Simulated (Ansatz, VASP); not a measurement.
**Si in VASP and in Ansatz**

```xyz
4
Lattice="3.8247 0.0000 0.0000 -1.9124 3.3123 0.0000 0.0000 0.0000 6.3248" Properties=species:S:1:pos:R:3 pbc="T T T"
Si    0.0000    2.2082    0.0001
Si    1.9124    1.1041    3.1624
Si    0.0000    2.2082    2.3654
Si    1.9124    1.1041    5.5278
```

Alike in both runs: functional PBEsol; k mesh 9 × 9 × 6; occupations gaussian, width 0.01 eV; no spin polarisation.

Ansatz relaxed the structure, and its values are those at the end. VASP's run is a single point on that final structure, the one shown.

|  | VASP | Ansatz |
| --- | --- | --- |
| version | VASP 6.6.1 | Ansatz 0.2.0 |
| potentials or method | VASP PAW PBE potentials, release 64 (Si), cutoff 520 eV | scalar-relativistic, plane waves, PAW |
| valence electrons in the cell | 16 | 16 |

VASP gave:

```
gap on the k mesh at the Fermi level (eV) : 0.33
least direct gap on the mesh (eV)         : 0.97
pressure (GPa)                            : 0.1
```

Q: What did Ansatz give for the same quantities?

A: gap on the k mesh at the Fermi level (eV): 0.34; least direct gap on the mesh (eV): 0.97; pressure (GPa): 0.0.

VASP's potentials were made for PBE, not for PBEsol, and Ansatz warns of the same on its side.
